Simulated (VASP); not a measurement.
Here is a VASP 6.6.1 calculation.

File INCAR:

```
ALGO = Normal
EDIFF = 1E-7
EDIFFG = -0.01
ENCUT = 600
GGA = PE
IBRION = 2
ISIF = 3
ISMEAR = 0
LASPH = T
LCHARG = F
LREAL = F
LWAVE = F
NELM = 100
NSW = 100
PREC = Accurate
SIGMA = 0.1
```

KPOINTS

```
k-points
0
Gamma
  12 12 10
```

File POSCAR:

```
Ge2Sb
1.0
    3.9715322929      0.0000000000      0.0000000000
   -1.9857661465      3.4394478576      0.0000000000
    0.0000000000      0.0000000000      5.0493298781
Ge Sb
2 1
Direct
    0.6666666667      0.3333333333      0.6441090177
    0.3333333333      0.6666666667      0.3558909823
    0.0000000000      0.0000000000      0.0000000000
```

Potentials or basis: VASP PAW PBE potentials, release 64 (Ge_d, Sb).

Run with:

```console
$ cat potpaw_PBE.64/Ge_d/POTCAR potpaw_PBE.64/Sb/POTCAR > POTCAR
$ mpirun -np 1 vasp_std > vasp.out
```

(1) What does it give for the relaxed cell?

(2) Estimate the band gap on the k mesh.

(3) Predict the space group after relaxing (to 0.1 Å).

## Answers

(1) a = 4.030 Å, b = 4.030 Å, c = 4.916 Å, α = 90.00°, β = 90.00°, γ = 120.00°.

(2) zero (an odd number of electrons rules out a gap without spin polarisation).

(3) P-3m1 (No. 164).

Caveat: spin-orbit coupling is left out, which moves the levels of the heavy elements.
